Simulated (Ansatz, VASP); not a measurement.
**Bi: VASP beside Ansatz**

```
Bi
1.0
     3.55573    0.00000    0.00000
    -1.77786    3.07935    0.00000
     0.00000    0.00000   11.91086
Bi
4
Direct
  0.00000 0.00000 0.00000
  0.00000 0.00000 0.50000
  0.33333 0.66667 0.25000
  0.66667 0.33333 0.75000
```

Alike in both runs: functional RPBE; k mesh 10 × 10 × 3; occupations fermi-dirac, width 0.1 eV; no spin polarisation.

Ansatz relaxed the structure, and its values are those at the end. VASP's run is a single point on that final structure, the one shown.

|  | VASP | Ansatz |
| --- | --- | --- |
| version | VASP 6.6.1 | Ansatz 0.2.0 |
| potentials or method | VASP PAW PBE potentials, release 64 (Bi_d), cutoff 520 eV | plane waves (420 eV) with PAW, scalar-relativistic |
| valence electrons in the cell | 60 | 60 |

```tsv
	VASP	Ansatz	Ansatz less VASP
pressure (GPa)	-0.1	0.0	+0.05
```

VASP's potentials were made for PBE, not for RPBE. The functional is the same, so the differences come from potentials, cutoffs and numerics.

Spin-orbit coupling is off throughout.
